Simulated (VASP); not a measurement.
# BN (P1) in VASP: notebook

BN is run at these levels: PBEsol; tasks: single point.

All numbers are computed with VASP 6.6.1; they aren't measurements. Logs are shortened: lines on timing, memory, paths and dates and some standing lists are left out, and cuts for length are marked.

### 1 The cell of the first run

The typed cell holds 2 atoms: a = 3.669 Å, b = 3.669 Å, c = 3.669 Å, α = 39.87°, β = 39.87°, γ = 39.87°.

### 2 Single point, PBEsol (all N atoms moved -0.300 Å, as atom 2 along Cartesian [1 1 0])

INCAR

```
PREC = Accurate ; ENCUT = 520
EDIFF = 1E-7 ; ISMEAR = 0
SIGMA = 0.05 ; LREAL = False
LASPH = True ; NELM = 80
ALGO = Normal ; ISIF = 2
LWAVE = False ; LCHARG = False
GGA = PS ; NBANDS = 11
```

KPOINTS

```
Automatic mesh
0
Gamma
  12 12 12
```

POSCAR

```
BN
1.0
    1.2511217832      0.7223354983      3.3729344033
   -1.2511217832      0.7223354983      3.3729344033
    0.0000000000     -1.4446709967      3.3729344033
B N
1 1
Direct
    0.9996712000      0.9996712000      0.9996712000
    0.1990391976      0.3685926633      0.4306535391
```

Potentials or basis: VASP PAW PBE potentials, release 64 (B, N).

Started as:

```bash
cat potpaw_PBE.64/B/POTCAR potpaw_PBE.64/N/POTCAR > POTCAR
mpirun -np 1 vasp_std > vasp.out
```

OUTCAR:

```text
PREC = Accurate
   ENCUT = 520
   EDIFF = 1E-7
   ISMEAR = 0
   LREAL = False
   LASPH = True
   NELM = 80
   ISIF = 2
   GGA = PS

 ion  position               nearest neighbor table
   1  1.000  1.000  1.000-   2 1.25   2 1.40   2 1.74
   2  0.199  0.369  0.431-   1 1.25   1 1.40   1 1.74

  LATTYP: Found a trigonal (rhomboedric) cell.
 ALAT       =     3.6692997666
 COS(alpha) =     0.7674786796

  Lattice vectors:

 A1 = (   1.2511217832,   0.7223354983,   3.3729344033)
 A2 = (  -1.2511217832,   0.7223354983,   3.3729344033)
 A3 = (   0.0000000000,  -1.4446709967,   3.3729344033)

Analysis of symmetry for initial positions (statically):
=====================================================================
 Subroutine PRICEL returns:
 Original cell was already a primitive cell.

 Routine SETGRP: Setting up the symmetry group for a
 trigonal (rhombohedral) supercell.

 Subroutine GETGRP returns: Found  1 space group operations
 (whereof  1 operations were pure point group operations)
 out of a pool of 12 trial point group operations.

The static configuration has the point symmetry C_1 .

Analysis of symmetry for dynamics (positions and initial velocities):
=====================================================================
 Subroutine PRICEL returns:
 Original cell was already a primitive cell.

 Routine SETGRP: Setting up the symmetry group for a
 trigonal (rhombohedral) supercell.

 Subroutine GETGRP returns: Found  1 space group operations
 (whereof  1 operations were pure point group operations)
 out of a pool of 12 trial point group operations.

The dynamic configuration has the point symmetry C_1 .

 Subroutine INISYM returns: Found  1 space group operations
 (whereof  1 operations are pure point group operations),
 and found     1 'primitive' translations

----------------------------------------------------------------------------------------

                                     Primitive cell

  volume of cell :      18.2893

  direct lattice vectors                    reciprocal lattice vectors
     1.251121783  0.722335498  3.372934403     0.399641351  0.230733042  0.098825916
    -1.251121783  0.722335498  3.372934403    -0.399641351  0.230733042  0.098825916
     0.000000000 -1.444670997  3.372934403     0.000000000 -0.461466083  0.098825916

  length of vectors
     3.669299767  3.669299767  3.669299767     0.471929558  0.471929558  0.471929558

  position of ions in fractional coordinates (direct lattice)
     0.999671200  0.999671200  0.999671200
     0.199039198  0.368592663  0.430653539

  ion indices of the primitive-cell ions
   primitive index   ion index
                 1           1
                 2           2

----------------------------------------------------------------------------------------

 KPOINTS: Automatic mesh

Automatic generation of k-mesh.
 Grid dimensions read from file:
 generate k-points for:   12   12   12

 Generating k-lattice:

  Cartesian coordinates                     Fractional coordinates (reciprocal lattice)
     0.033303446  0.019227753  0.008235493     0.083333333  0.000000000  0.000000000
    -0.033303446  0.019227753  0.008235493     0.000000000  0.083333333  0.000000000
     0.000000000 -0.038455507  0.008235493     0.000000000  0.000000000  0.083333333

  Length of vectors
     0.039327463  0.039327463  0.039327463

  Shift w.r.t. Gamma in fractional coordinates (k-lattice)
     0.000000000  0.000000000  0.000000000

 Subroutine IBZKPT returns following result:
 ===========================================

 Found    868 irreducible k-points:

 Following reciprocal coordinates:
            Coordinates               Weight
  0.000000  0.000000  0.000000      1.000000
  0.083333  0.000000 -0.000000      2.000000
  0.000000  0.083333 -0.000000      2.000000
 -0.000000 -0.000000  0.083333      2.000000
  0.166667  0.000000  0.000000      2.000000
  0.000000  0.166667  0.000000      2.000000
[... 16 lines left out ...]
  0.166667  0.083333 -0.000000      2.000000
 -0.166667 -0.000000 -0.083333      2.000000
 [... further k-points ...]
   k-points           NKPTS =    868   k-points in BZ     NKDIM =    868   number of bands    NBANDS=     11
   number of dos      NEDOS =    301   number of ions     NIONS =      2
   total plane-waves  NPLWV =  21952
   dimension x,y,z NGX =    28 NGY =   28 NGZ =   28
   dimension x,y,z NGXF=    56 NGYF=   56 NGZF=   56
   ions per type =               1   1
   NGX,Y,Z   is equivalent  to a cutoff of  12.69, 12.69, 12.69 a.u.
   NGXF,Y,Z  is equivalent  to a cutoff of  25.37, 25.37, 25.37 a.u.
 SYSTEM =  unknown system
   PREC   = accura    normal or accurate (medium, high low for compatibility)
   ISTART =      0    job   : 0-new  1-cont  2-samecut
   ICHARG =      2    charge: 1-file 2-atom 10-const
   ISPIN  =      1    spin polarized calculation?
   LNONCOLLINEAR =      F non collinear calculations
   LSORBIT =      F    spin-orbit coupling
   LASPH  =      T    aspherical Exc in radial PAW
   ENCUT  =  520.0 eV  38.22 Ry    6.18 a.u.   6.82  6.82  6.82*2*pi/ulx,y,z
   NELM   =     80;   NELMIN=  2; NELMDL= -5     # of ELM steps
   EDIFF  = 0.1E-06   stopping-criterion for ELM
   LREAL  =      F    real-space projection
   EDIFFG = 0.1E-05   stopping-criterion for IOM
   NSW    =      0    number of steps for IOM
   IBRION =     -1    ionic relax: 0-MD 1-quasi-New 2-CG
   NFREE  =      0    steps in history (QN), initial steepest desc. (CG)
   ISIF   =      2    stress and relaxation
   ISYM   =      2    0-nonsym 1-usesym 2-fastsym
   POTIM  = 0.5000    time-step for ionic-motion
   TEBEG  =    0.0;   TEEND  =   0.0 temperature during run
   PSTRESS=    0.0 pullay stress
   NELECT =       8.0000    total number of electrons
   NUPDOWN=      -1.0000    fix difference up-down
   EMIN   =  10.00;   EMAX   =-10.00  energy-range for DOS
   EFERMI =   0.00;   METHOD = LEGACY
   ISMEAR =     0;   SIGMA  =   0.05  broadening in eV -4-tet -1-fermi 0-gaus
   EFERMI_NEDOS =   21; number of points for ismear=-14 and -15
   IALGO  =     38    algorithm
   IMIX   =      4    mixing-type and parameters
     AMIX     =   0.40;   BMIX     =  1.00
     AMIX_MAG =   1.60;   BMIX_MAG =  1.00
  volume/ion in A,a.u.               =       9.14        61.71
  Fermi-wavevector in a.u.,A,eV,Ry     =   1.242717  2.348395 21.012099  1.544346
  Thomas-Fermi vector in A             =   2.377059
   LORBIT       =      0    0 simple, 1 ext, 2 COOP (PROOUT), +10 PAW based schemes
   GGA     = PS    functional components
   LHFCALC =     F    Hartree Fock is set to
   AEXX    =    0.0000 exact exchange contribution
   IVDW    =     0    specifies the selected vdW correction
   LEPSILON=     F    determine dielectric tensor
   LRPA    =     F    only Hartree local field effects (RPA)
 non-spin polarized calculation
 Gauss-broadening in eV      SIGMA  =   0.05
  energy-cutoff  :      520.00
  volume of cell :       18.29
 maximum number of plane-waves:       517
   NGX = 13   NGY = 13   NGZ = 13

 number of electron       7.9999999 magnetization

 Free energy of the ion-electron system (eV)
  ---------------------------------------------------
  ext. energy  EPLUGINS =         0.00000000
  ---------------------------------------------------
  free energy    TOTEN  =       -16.80453026 eV

  energy without entropy =      -16.80453026  energy(sigma->0) =      -16.80453026

 E-fermi :   3.8935     XC(G=0): -10.1643

 val. band max:        3.6936862630   @ k =   0.1667   0.1667   0.1667
 cond. band min:       5.0804355051   @ k =   0.5000   0.5000  -0.0000
 fundamental gap:      1.3867492422
 Fermi energy:         3.8934886617

 k-point     1 :       0.0000    0.0000    0.0000
  band No.  band energies     occupation
      1     -15.7478      2.00000
      2      -2.5137      2.00000
      3      -2.3918      2.00000
      4       3.6906      2.00000
      5       6.8898      0.00000
      6      10.6763      0.00000
      7      15.5816      0.00000
      8      16.4089      0.00000
      9      19.1093      0.00000
     10      26.9224      0.00000
     11      28.3060      0.00000

 k-point     2 :       0.0833    0.0000   -0.0000
  band No.  band energies     occupation
      1     -15.6024      2.00000
      2      -2.6433      2.00000
      3      -2.2649      2.00000
      4       2.6914      2.00000
      5       7.2494      0.00000
      6      11.1422      0.00000
      7      15.2813      0.00000
      8      16.6542      0.00000
      9      19.5307      0.00000
     10      26.4096      0.00000
     11      27.4612      0.00000

 k-point     3 :       0.0000    0.0833   -0.0000
  band No.  band energies     occupation
      1     -15.6209      2.00000
      2      -2.7784      2.00000
      3      -2.2384      2.00000
      4       3.3139      2.00000
      5       7.1556      0.00000
      6      10.5693      0.00000
      7      14.9999      0.00000
      8      16.6310      0.00000
      9      19.7579      0.00000
     10      27.0623      0.00000
     11      27.4042      0.00000

 k-point     4 :      -0.0000   -0.0000    0.0833
  band No.  band energies     occupation
      1     -15.6248      2.00000
      2      -2.7884      2.00000
      3      -2.2331      2.00000
      4       3.2377      2.00000
      5       7.1737      0.00000
      6      10.9673      0.00000
      7      14.9380      0.00000
      8      16.4000      0.00000
      9      19.4673      0.00000
     10      27.5333      0.00000
     11      27.6809      0.00000

 k-point     5 :       0.1667    0.0000    0.0000
  band No.  band energies     occupation
      1     -15.1739      2.00000
      2      -2.9868      2.00000
      3      -1.8966      2.00000
      4       0.6229      2.00000
      5       8.0003      0.00000
      6      11.9478      0.00000
      7      14.4469      0.00000
      8      17.3632      0.00000
      9      20.7723      0.00000
     10      23.5240      0.00000
     11      27.0803      0.00000
[... 211 lines left out ...]
 k-point    21 :      -0.0833   -0.0000   -0.0833
  band No.  band energies     occupation
      1     -15.6154      2.00000
      2      -2.7784      2.00000
      3      -2.2914      2.00000
      4       3.3134      2.00000
      5       7.2493      0.00000
      6      10.5664      0.00000
      7      14.9975      0.00000
      8      16.6437      0.00000
      9      19.7410      0.00000
     10      27.0818      0.00000
     11      27.3792      0.00000

 k-point    22 :       0.0000    0.0833    0.0833
  band No.  band energies     occupation
      1     -15.5968      2.00000
      2      -2.6474      2.00000
      3      -2.3193      2.00000
      4       2.7005      2.00000
      5       7.3475      0.00000
      6      11.1426      0.00000
      7      15.2687      0.00000
      8      16.6725      0.00000
      9      19.5105      0.00000
     10      26.1658      0.00000
     11      27.4854      0.00000

 k-point    23 :       0.1667    0.0833   -0.0000
  band No.  band energies     occupation
      1     -15.3321      2.00000
      2      -3.0595      2.00000
      3      -2.0756      2.00000
      4       1.6481      2.00000
      5       7.9489      0.00000
      6      11.8891      0.00000
      7      14.3056      0.00000
      8      16.7477      0.00000
      9      20.0785      0.00000
     10      25.0277      0.00000
     11      27.7873      0.00000

 k-point    24 :      -0.1667   -0.0000   -0.0833
  band No.  band energies     occupation
      1     -15.3205      2.00000
      2      -3.0427      2.00000
      3      -2.0936      2.00000
      4       1.7748      2.00000
      5       7.9348      0.00000
      6      10.9253      0.00000
      7      14.5014      0.00000
      8      17.3373      0.00000
      9      20.7625      0.00000
     10      24.4112      0.00000
     11      27.6535      0.00000

 [... further k-points ...]

------------------------ aborting loop because EDIFF is reached ----------------------------------------

  FORCE on cell =-STRESS in cart. coord.  units (eV):
  Direction    XX          YY          ZZ          XY          YZ          ZX
  --------------------------------------------------------------------------------------
  -------------------------------------------------------------------------------------
  Total        1.2598761      8.1755000      0.0342136     -2.0941256     -0.0077653      0.0107239
  in kB      110.3673814    716.1882918      2.9971728   -183.4491136     -0.6802497      0.9394287
  external PRESSURE =     276.5176153 kB  Pullay stress =       0.0000000 kB

 VOLUME and BASIS-vectors are now :
 -----------------------------------------------------------------------------
  energy-cutoff  :      520.00
  volume of cell :       18.29
      direct lattice vectors                 reciprocal lattice vectors
     1.251121783  0.722335498  3.372934403     0.399641351  0.230733042  0.098825916
    -1.251121783  0.722335498  3.372934403    -0.399641351  0.230733042  0.098825916
     0.000000000 -1.444670997  3.372934403     0.000000000 -0.461466083  0.098825916

 POSITION                                       TOTAL-FORCE (eV/Angst)
 -----------------------------------------------------------------------------------
      0.00000     -0.00000     10.11548        -2.690096     -9.245763      0.005077
     -0.21213     -0.21213      3.36715         2.690096      9.245763     -0.005077
 -----------------------------------------------------------------------------------
    total drift:                                0.000058     -0.000079     -0.000067

  FREE ENERGIE OF THE ION-ELECTRON SYSTEM (eV)
  ---------------------------------------------------
  free  energy   TOTEN  =       -16.8045302637 eV

  energy  without entropy=      -16.8045302637  energy(sigma->0) =      -16.80453026
```

Wall time 2.7 min (1 thread of Intel Xeon 6975P-C (Granite Rapids), shared host); peak memory 0.29 GiB.

What came out:

* Free energy: -16.8045 eV
* Pressure: 27.7 GPa
* Largest force: 9.629 eV/Å
* Band gap on the k mesh: 1.39 eV, indirect (least direct gap 3.20 eV)

Forces on the atoms (eV/Å):
```
B   -2.690 -9.246  0.005
N    2.690  9.246 -0.005
```

Caveat: the cell differs from its parent crystal (all N atoms moved -0.300 Å, as atom 2 along Cartesian [1 1 0]); the PAW data sets were made with another functional, which shifts forces and pressure a little. A k mesh can miss the band edges.

### 3 Single point, PBEsol (all N atoms moved +0.225 Å, as atom 2 along Cartesian [1 1 0])

INCAR

```
PREC = Accurate
ENCUT = 520
EDIFF = 1E-6
ISMEAR = 0
SIGMA = 0.05
LREAL = F
LASPH = T
NELM = 60
ALGO = Normal
ISIF = 2
LWAVE = F
LCHARG = F
GGA = PS
NBANDS = 11
```

KPOINTS

```
regular mesh
0
Gamma
  12 12 12
```

Changes to POSCAR since step 2:

```diff
@@ -9,2 +9,2 @@
     0.9996712000      0.9996712000      0.9996712000
-    0.1990391976      0.3685926633      0.4306535391
+    0.4330537518      0.3058886525      0.2593429957
```

Potentials or basis: VASP PAW PBE potentials, release 64 (B, N).

Started as:

```bash
cat potpaw_PBE.64/B/POTCAR potpaw_PBE.64/N/POTCAR > POTCAR
mpirun -np 1 vasp_std > vasp.out
```

Run time: 2.9 min. Hardware: 1 thread of Intel Xeon 6975P-C (Granite Rapids), shared host; peak memory 0.28 GiB.

The run converged. Its results:

```yaml
Free_energy: -17.0032 eV
Pressure: 24.1 GPa
Largest_force: 12.996 eV/Å
Band_gap_on_the_k_mesh: 2.05 eV, indirect (least direct gap 3.84 eV)
```

Forces in eV/Å, atoms in the order of the input:
```
B    10.890   7.093   0.004
N   -10.890  -7.093  -0.004
```

Stress tensor (GPa, compression positive):
```
61.50 32.90  0.14
32.90 10.41  0.05
 0.14  0.05  0.34
```

Levels at points of the mesh, in eV from the valence-band top:
| k point | band 2 | band 3 | band 4 | band 5 | band 6 | band 7 |
| --- | --- | --- | --- | --- | --- | --- |
| (0.00, 0.00, 0.00) | -5.41 | -4.67 | 0.00 | 3.93 | 7.78 | 12.30 |
| (0.50, 0.00, 0.00) | -10.10 | -4.10 | -1.30 | 3.14 | 9.10 | 11.42 |
| (0.00, 0.50, 0.00) | -9.90 | -4.80 | -2.11 | 4.74 | 7.21 | 11.77 |
| (0.00, 0.00, 0.50) | -9.66 | -5.79 | -2.43 | 5.51 | 7.90 | 11.88 |
| (0.50, 0.50, 0.00) | -9.54 | -5.83 | -3.00 | 4.43 | 7.84 | 12.86 |
| (0.50, 0.00, 0.50) | -9.78 | -4.83 | -2.68 | 3.68 | 7.13 | 12.99 |
| (0.00, 0.50, 0.50) | -9.97 | -4.16 | -1.79 | 2.05 | 9.09 | 13.05 |
| (0.50, 0.50, 0.50) | -7.36 | -4.66 | -0.02 | 7.67 | 8.93 | 10.42 |

Caveat: the cell differs from its parent crystal (all N atoms moved +0.225 Å, as atom 2 along Cartesian [1 1 0]); the PAW data sets were made with another functional, which shifts forces and pressure a little.

### 4 Single point, PBEsol (all N atoms moved -0.150 Å, as atom 2 along Cartesian [1 1 0])

INCAR

```
SYSTEM = BN
PREC = Accurate
ENCUT = 520
EDIFF = 1E-6
ISMEAR = 0
SIGMA = 0.05
LREAL = .False.
LASPH = .True.
NELM = 60
ALGO = Normal
ISIF = 2
LWAVE = .False.
LCHARG = .True.
GGA = PS
LELF = .True.
LVHAR = .True.
NBANDS = 11
```

KPOINTS

```
Automatic mesh
0
Gamma
  12 12 12
  0 0 0
```

Changes to POSCAR since step 3:

```diff
@@ -9,2 +9,2 @@
     0.9996712000      0.9996712000      0.9996712000
-    0.4330537518      0.3058886525      0.2593429957
+    0.2659004988      0.3506772317      0.3817076695
```

Started as:

```bash
cat potpaw_PBE.64/B/POTCAR potpaw_PBE.64/N/POTCAR > POTCAR
mpirun -np 1 vasp_std > vasp.out
```

Run time: 2.4 min. Hardware: 1 thread of Intel Xeon 6975P-C (Granite Rapids), shared host; peak memory 0.29 GiB.

It converged, with:

```yaml
Free_energy: -17.8631 eV
Pressure: 8.5 GPa
Largest_force: 5.399 eV/Å
Band_gap_on_the_k_mesh: 3.05 eV, indirect (least direct gap 4.36 eV)
```

Forces on the atoms (eV/Å):
```
B   -2.979 -4.502 -0.001
N    2.979  4.502  0.001
```

Stress tensor (GPa, compression positive):
```
 -0.83 -10.15   0.02
-10.15  26.03  -0.02
  0.02  -0.02   0.33
```

Levels at points of the mesh, in eV from the valence-band top:
| k point | band 1 | band 2 | band 3 | band 4 | band 5 | band 6 | band 7 | band 8 | band 9 |
| --- | --- | --- | --- | --- | --- | --- | --- | --- | --- |
| (0.00, 0.00, 0.00) | -18.20 | -4.71 | -3.43 | 0.00 | 4.51 | 9.10 | 12.80 | 13.48 | 14.55 |
| (0.50, 0.00, 0.00) | -14.84 | -9.07 | -5.46 | -1.63 | 5.92 | 9.23 | 12.49 | 14.48 | 18.32 |
| (0.00, 0.50, 0.00) | -15.13 | -9.49 | -3.98 | -0.99 | 4.53 | 8.68 | 12.31 | 14.27 | 19.52 |
| (0.00, 0.00, 0.50) | -15.21 | -9.56 | -3.79 | -0.76 | 4.09 | 9.16 | 12.25 | 14.27 | 19.90 |
| (0.50, 0.50, 0.00) | -15.15 | -9.43 | -3.84 | -1.32 | 3.05 | 9.11 | 13.68 | 16.75 | 20.10 |
| (0.50, 0.00, 0.50) | -15.07 | -9.37 | -4.03 | -1.57 | 3.49 | 8.63 | 13.65 | 16.87 | 19.69 |
| (0.00, 0.50, 0.50) | -14.76 | -8.95 | -5.51 | -2.22 | 4.85 | 9.22 | 13.42 | 16.88 | 18.67 |
| (0.50, 0.50, 0.50) | -17.93 | -6.69 | -3.44 | -0.01 | 8.88 | 9.54 | 11.87 | 13.71 | 15.84 |

Caveat: the cell differs from its parent crystal (all N atoms moved -0.150 Å, as atom 2 along Cartesian [1 1 0]); the PAW data sets were made with another functional, which shifts forces and pressure a little. A k mesh can miss the band edges.

[end of part 1 of 2]
